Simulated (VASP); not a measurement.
Wanted: the native input for a VASP 6.6.1 run.

```
Task                   : single point
Functional             : LDA
Potentials or basis    : VASP PAW LDA potentials, release 64 (Bi_d, Te)
Cutoff                 : 500 eV
k mesh                 : 3 × 3 × 3, shifted
Occupations            : methfessel-paxton, width 0.2 eV
Spin                   : no spin polarisation
Dipole correction      : no
Further INCAR settings : ALGO = Normal; EDIFF = 1e-06; NBANDS = 18; ISYM = 0
```

The structure of BiTe lies in POSCAR:

```
BiTe
1.0
    0.0000000000      3.2350000000      3.2350000000
    3.2350000000      0.0000000000      3.2350000000
    3.2350000000      3.2350000000      0.0000000000
Bi Te
1 1
Direct
    0.0000000000      0.0000000000      0.0000000000
    0.5000000000      0.5000000000      0.5000000000
```

One way to write it, as run:

INCAR

```
PREC = Accurate ; ENCUT = 500
EDIFF = 1E-6 ; ISMEAR = 1
SIGMA = 0.2 ; LREAL = False
LASPH = True ; NELM = 120
ALGO = Normal ; ISIF = 2
LWAVE = False ; LCHARG = False
ISYM = 0 ; NBANDS = 18
GGA_COMPAT = False
```

KPOINTS

```
Automatic mesh
0
Gamma
  3 3 3
  0.5 0.5 0.5
```

Potentials or basis: VASP PAW LDA potentials, release 64 (Bi_d, Te).

Run with:

```bash
$ cat potpaw_LDA.64/Bi_d/POTCAR potpaw_LDA.64/Te/POTCAR > POTCAR
$ mpirun -np 1 vasp_std > vasp.out
```

Results of the run:

- Pressure: -2.9 GPa

Caveat: the k points lie up to 0.56 Å⁻¹ apart.

It took 22 s on 1 thread of Intel(R) Xeon(R) 6975P-C (Granite Rapids) (shared host), peak memory 0.21 GiB.
